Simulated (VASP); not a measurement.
Mg3H2:

```
Mg H
1.0
     4.24121    0.00000    0.00000
     0.00000    4.24121    0.00000
     0.00000    0.00000    4.24121
Mg H
3 2
Direct
  0.00000 0.50000 0.50000
  0.50000 0.00000 0.50000
  0.50000 0.50000 0.00000
  0.00000 0.00000 0.00000
  0.50000 0.50000 0.50000
```

The cell was built from a structure type or drawn by symmetry, and may not be a known phase.

```yaml
Program: VASP 6.6.1
Task: relaxation of cell and atoms
Functional: PBE
Potentials_or_basis: VASP PAW PBE potentials, release 64 (Mg, H)
Cutoff: 600 eV
k_mesh: 4 × 4 × 4
Occupations: gaussian, width 0.1 eV
Spin: no spin polarisation
```

At the start: pressure 3.0 GPa; volume 15.26 Å³/atom.

Question: How do energy, volume and symmetry change on relaxing?

Answer: Over 3 steps the energy falls by 10.7 meV/atom and the volume is 16.57 Å³/atom (+8.6 %); space group Pm-3m (No. 221, to 0.1 Å) before and after.

Step by step:
```csv
step,energy change (eV),largest force (eV/Å),pressure (GPa),volume (Å³)
1,0.0000,0.0000,3.00,76.29
2,-0.0422,0.0000,1.30,79.48
3,-0.0534,0.0000,-0.18,82.86
```

Final structure:
```cif
data_structure
_symmetry_space_group_name_H-M 'P 1'
_symmetry_Int_Tables_number 1
_cell_length_a 4.3595
_cell_length_b 4.3595
_cell_length_c 4.3595
_cell_angle_alpha 90.000
_cell_angle_beta 90.000
_cell_angle_gamma 90.000
_cell_volume 82.86
loop_
_atom_site_label
_atom_site_type_symbol
_atom_site_fract_x
_atom_site_fract_y
_atom_site_fract_z
_atom_site_occupancy
Mg1 Mg 0.00000 0.50000 0.50000 1
Mg2 Mg 0.50000 0.00000 0.50000 1
Mg3 Mg 0.50000 0.50000 0.00000 1
H1 H 0.00000 0.00000 0.00000 1
H2 H 0.50000 0.50000 0.50000 1
```

Caveat: the k points lie up to 0.36 Å⁻¹ apart in the final cell; the highest band is partly filled, so the run has too few bands.
